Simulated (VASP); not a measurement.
Wanted: the native input for a VASP 6.6.1 run.

```yaml
Task: single point
Functional: PBE
Potentials_or_basis: VASP PAW PBE potentials, release 64 (C, Si)
Cutoff: 520 eV
k_mesh: 9 × 9 × 1
Occupations: gaussian, width 0.05 eV
Spin: collinear spin
Starting_moments: "[0.0, 0.0, 0.0, 0.0, 0.0, 0.0, 2.0] μB"
Dipole_correction: yes
Further_INCAR_settings: ALGO = Normal; EDIFF = 1e-07; NBANDS = 27
```

The structure of Si4C3 lies in POSCAR:

```
Si4C3
1.0
    3.0967389913      0.0000000000      0.0000000000
   -1.5483694956      2.6818546353      0.0000000000
    0.0000000000      0.0000000000     21.1135575009
C Si
3 4
Direct
    0.0000000000      0.0000000000      0.1894517302
    0.3333333333      0.6666666667      0.3092078063
    0.6666666667      0.3333333333      0.4307637748
    0.3333333333      0.6666666667      0.2193907492
    0.6666666667      0.3333333333      0.3368742035
    0.0000000000      0.0000000000      0.4553262756
    0.5000000000      0.3333333333      0.5652370122
```

The input as run:

INCAR

```
SYSTEM = Si4C3
PREC = Accurate
ENCUT = 520
EDIFF = 1E-7
ISMEAR = 0
SIGMA = 0.05
LREAL = .FALSE.
LASPH = .TRUE.
NELM = 150
ALGO = Normal
ISIF = 2
LWAVE = .FALSE.
LCHARG = .TRUE.
ISPIN = 2
MAGMOM = 0 0 0 0 0 0 2
LORBIT = 11
LDIPOL = .TRUE.
IDIPOL = 3
DIPOL = 0.5 0.5 0.358
GGA = PE
LELF = .TRUE.
LVHAR = .TRUE.
LVACPOTAV = .TRUE.
NBANDS = 27
```

KPOINTS

```
regular mesh
0
G
  9 9 1
  0 0 0
```

Potentials or basis: VASP PAW PBE potentials, release 64 (C, Si).

Run with:

```bash
$ cat potpaw_PBE.64/C/POTCAR potpaw_PBE.64/Si/POTCAR > POTCAR
$ mpirun -np 1 vasp_std > vasp.out
```

It gave:

```yaml
Largest_force: 3.232 eV/Å
Net_moment: -0.87 μB per cell
Site_moments: C -0.36, -0.06, -0.01; Si +0.01, -0.00 (each value once) μB
Valence_electrons_inside_the_program's_atomic_spheres: C 2.39, 2.54, 2.53; Si 1.67, 1.66, 1.48 (each value once)
```

It took 18 min on 1 thread of Intel(R) Xeon(R) Platinum 8259CL CPU @ 2.50GHz (Skylake/Cascade Lake) (shared host), peak memory 0.51 GiB.
